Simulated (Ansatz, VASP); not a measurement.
**One calculation of ZrCu, two programs**

```
Zr Cu
1.0
     2.74340    0.00000    0.00000
     0.00000    2.74340    0.00000
     0.00000    0.00000    2.74340
Zr Cu
1 1
Direct
  0.50000 0.50000 0.50000
  0.00000 0.00000 0.00000
```

Change from the starting cell: volume scaled by 0.6, PAW files.

Alike in both runs: task single point; functional LDA; k mesh 11 × 11 × 11; occupations fermi-dirac, width 0.05 eV; no spin polarisation.

|  | VASP | Ansatz |
| --- | --- | --- |
| version | VASP 6.6.1 | Ansatz 0.2.0 |
| potentials or method | VASP PAW LDA potentials, release 64 (Zr_sv, Cu) | PAW with Ansatz's default frozen-core files, scalar-relativistic |
| plane-wave cutoff (eV) | 520 | 420 |
| valence electrons in the cell | 23 | 31 |

VASP gave:

```
pressure (GPa) : 161.2
```

Q: What did Ansatz give for the same quantities?

A: Pressure (GPa): 160.5.

LDA's correlation is that of Perdew and Zunger in VASP and of Perdew and Wang (1992) in Ansatz. Both programs put the cell under a high pressure, so it lies far from rest at this level. VASP's potentials hold 23 valence electrons a cell and Ansatz's 31, so a difference there can come from the potentials and not from the codes.

Noted on VASP's run: the cell as given lies far from equilibrium.
